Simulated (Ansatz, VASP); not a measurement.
**Cd in VASP and in Ansatz**

File INCAR:

```
SYSTEM = Cd
PREC     = Accurate       ! precision mode
ENCUT    = 520            ! plane-wave cutoff, eV
EDIFF    = 1E-7           ! SCF threshold, eV
ISMEAR   = 0              ! smearing method
SIGMA    = 0.1            ! smearing width, eV
LREAL    = .FALSE.        ! projectors in reciprocal space
LASPH    = .TRUE.         ! aspherical terms in the spheres
NELM     = 60             ! most SCF steps
ALGO     = Fast           ! electronic algorithm
ISIF     = 2              ! what is computed and relaxed
LWAVE    = .FALSE.        ! write WAVECAR
LCHARG   = .FALSE.        ! write CHGCAR
GGA      = PE             ! functional
NBANDS   = 19             ! bands
```

KPOINTS

```
Automatic mesh
0
G
  21 21 10
  0 0 0
```

File POSCAR:

```
Cd
1.0
    3.0148489692      0.0000000000      0.0000000000
   -1.5074244846      2.6109357959      0.0000000000
    0.0000000000      0.0000000000      5.8276450431
Cd
2
Direct
    0.3333333333      0.6666666667      0.2500000000
    0.6666666667      0.3333333333      0.7500000000
```

Input for Ansatz:

```yaml
crystal:
  lattice:
    - [3.0148489692, 0.0, 0.0]
    - [-1.5074244846, 2.6109357959, 0.0]
    - [0.0, 0.0, 5.8276450431]
  atoms:
    - { symbol: Cd, position: [0.3333333333, 0.6666666667, 0.25] }
    - { symbol: Cd, position: [0.6666666667, 0.3333333333, 0.75] }
basis:
  ecutwfc: 420
kpoints:
  mp_grid: { grid: [21, 21, 10] }
hamiltonian:
  xc: pbe
scf:
  occupations: { method: gaussian, width: 0.1 }
output:
  forces: true
  stress: true
  eigenvalues: true
```

Alike in both runs: task single point; functional PBE; k mesh 21 × 21 × 10; occupations gaussian, width 0.1 eV; no spin polarisation.

```csv
,VASP,Ansatz
version,VASP 6.6.1,Ansatz 0.2.0
potentials or method,"VASP PAW PBE potentials, release 64 (Cd), cutoff 520 eV","scalar-relativistic, plane waves, PAW"
valence electrons in the cell,24,40
```

Ansatz gave:

```
gap on the k mesh at the Fermi level (eV)                     : none
pressure (GPa)                                                : 0.0
traceless stress, the component that is largest in VASP (GPa) : -0.05
```

Estimate VASP's values.

gap on the k mesh at the Fermi level (eV): none; pressure (GPa): 0.3; traceless stress, the component that is largest in VASP (GPa): -0.18.

A gap of «none» marks a metal or a gap that the smearing closes. The functional is the same, so the differences come from potentials, cutoffs and numerics. VASP's potentials hold 24 valence electrons a cell and Ansatz's 40, so a difference there can come from the potentials and not from the codes.
